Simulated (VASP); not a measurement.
## Na: single point with revPBE

The system is Na.

```
CELL_PARAMETERS angstrom
-2.16984 2.16984 2.16984
2.16984 -2.16984 2.16984
2.16984 2.16984 -2.16984
ATOMIC_POSITIONS crystal
Na 0.00000 0.00000 0.00000
```

```json
{
  "Program": "VASP 6.6.1",
  "Task": "single point",
  "Functional": "revPBE",
  "Potentials or basis": "VASP PAW PBE potentials, release 64 (Na_pv)",
  "Cutoff": "520 eV",
  "k mesh": "17 × 17 × 17",
  "Occupations": "fermi-dirac, width 0.1 eV",
  "Spin": "no spin polarisation",
  "Dipole correction": "no",
  "Further INCAR settings": "ALGO = Normal; EDIFF = 1e-07; NBANDS = 10"
}
```

```
Pressure               : -0.2 GPa
Band gap on the k mesh : zero (an odd number of electrons rules out a gap without spin polarisation)
```

Levels at points of the mesh, in eV from the Fermi level:
| k point | band 1 | band 2 | band 3 | band 4 | band 5 | band 6 | band 7 | band 8 |
| --- | --- | --- | --- | --- | --- | --- | --- | --- |
| (0.00, 0.00, 0.00) | -25.00 | -25.00 | -25.00 | -3.08 | 11.15 | 11.15 | 11.15 | 12.04 |

It took 20 s on 1 thread of Intel(R) Xeon(R) 6975P-C (Granite Rapids), with other jobs on the host, peak memory 0.18 GiB.

Caveat: the PAW data sets were made with another functional, which shifts forces and pressure a little.
